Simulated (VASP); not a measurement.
Input of a VASP 6.6.1 run:

File INCAR:

```
  PREC = Accurate
  ENCUT = 600
  EDIFF = 1E-6
  ISMEAR = 0
  SIGMA = 0.1
  LREAL = False
  LASPH = True
  NELM = 100
  ALGO = Normal
  ISIF = 3
  LWAVE = False
  LCHARG = False
  GGA = PE
  IBRION = 2
  NSW = 90
  EDIFFG = -0.04
```

File KPOINTS:

```
regular mesh
0
Gamma
  6 6 4
```

The input POSCAR:

```
In3As
1.0
    4.2562115500      0.0000000000      0.0000000000
   -2.1281057800      3.6859873300      0.0000000000
    0.0000000000      0.0000000000      7.1768623500
In As
3 1
Direct
    0.3333333300      0.6666666700      0.7653372200
    0.6666666700      0.3333333300      0.7653372200
    0.0000000000      0.0000000000      0.7526654100
    0.0000000000      0.0000000000      0.0252831100
```

Potentials or basis: VASP PAW PBE potentials, release 64 (In_d, As).

Command:

```sh
$ cat potpaw_PBE.64/In_d/POTCAR potpaw_PBE.64/As/POTCAR > POTCAR
$ mpirun -np 1 vasp_std > vasp.out
```

(1) Estimate the relaxed cell.

(2) Predict the band gap on the k mesh.

(3) Estimate the relaxed volume.

Results:

(1) a = 5.181 Å, b = 5.181 Å, c = 5.791 Å, α = 90.00°, β = 90.00°, γ = 120.00°.

(2) zero (bands 22 and 23 overlap by 0.80 eV).

(3) 33.65 Å³/atom.

Caveat: the volume moved by over 15 % at a fixed basis, so the end points are rough; spin-orbit coupling is left out, which moves the levels of the heavy elements.
